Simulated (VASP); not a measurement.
**Re: single point with PBE**

The system is Re.

```xyz
1
Lattice="0.0000 2.2537 1.5718 2.2537 0.0000 1.5718 2.2537 2.2537 0.0000" Properties=species:S:1:pos:R:3 pbc="T T T"
Re    0.0000    0.0000    0.0000
```

This cell differs from its parent crystal: volume 15.967 Å^3 an atom, c/a of the conventional cell 0.6974.

```yaml
Program: VASP 6.6.1
Task: single point
Functional: PBE
Potentials_or_basis: VASP PAW PBE potentials, release 64 (Re)
Cutoff: 520 eV
k_mesh: 10 × 10 × 10
Occupations: gaussian, width 0.15 eV
Spin: no spin polarisation
Dipole_correction: no
Further_INCAR_settings: ALGO = Normal; EDIFF = 1e-06; NBANDS = 10
```

| Item | Value |
| --- | --- |
| Pressure | -18.3 GPa |

Stress tensor (GPa, compression positive):
```
-18.20   0.00   0.00
  0.00 -18.20   0.00
  0.00   0.00 -18.65
```

Levels at points of the mesh, in eV from the Fermi level:
```
           k point  band 1  band 2  band 3  band 4  band 5  band 6  band 7  band 8  band 9
(0.00, 0.00, 0.00)  -10.11   -2.53   -2.36   -2.36    0.63    0.82   15.36   15.36   15.62
(0.50, 0.00, 0.00)   -6.82   -4.49   -0.03    0.63    1.43    3.98    8.99   11.83   16.02
(0.50, 0.50, 0.00)   -6.36   -6.32    3.14    3.14    3.18    7.39    7.39    7.78   14.53
(0.50, 0.00, 0.50)   -6.83   -4.32   -0.14    0.44    1.30    3.95    8.87   11.94   16.36
```

It took 13 s on 1 thread of Intel(R) Xeon(R) Platinum 8488C (Sapphire Rapids), with other jobs on the host, peak memory 0.14 GiB.

Caveat: spin-orbit coupling is left out, which moves the levels of the heavy elements.
